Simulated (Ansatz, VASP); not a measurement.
Cd in VASP and in Ansatz

```xyz
4
Lattice="3.1362 0.0000 0.0000 -1.5681 2.7160 0.0000 0.0000 0.0000 9.9967" Properties=species:S:1:pos:R:3 pbc="T T T"
Cd    0.0000    0.0000    0.0000
Cd    0.0000    1.8107    2.4992
Cd    0.0000    0.0000    4.9984
Cd    1.5681    0.9053    7.4975
```

Alike in both runs: functional PBE; dispersion D3(BJ); k mesh 15 × 15 × 4; occupations gaussian, width 0.1 eV; no spin polarisation.

Ansatz relaxed the structure, and its values are those at the end. VASP's run is a single point on that final structure, the one shown.

```csv
,VASP,Ansatz
version,VASP 6.6.1,Ansatz 0.2.0
potentials or method,"VASP PAW PBE potentials, release 64 (Cd), cutoff 520 eV","scalar-relativistic, plane waves, PAW"
valence electrons in the cell,48,80
```

VASP gave:

```
gap on the k mesh at the Fermi level (eV) : none
pressure (GPa)                            : 0.3
```

**Question.** Which values does Ansatz return?

**Answer.** gap on the k mesh at the Fermi level (eV): none; pressure (GPa): 0.0.

A gap of «none» marks a metal or a gap that the smearing closes. VASP's potentials hold 48 valence electrons a cell and Ansatz's 80, so a difference there can come from the potentials and not from the codes.
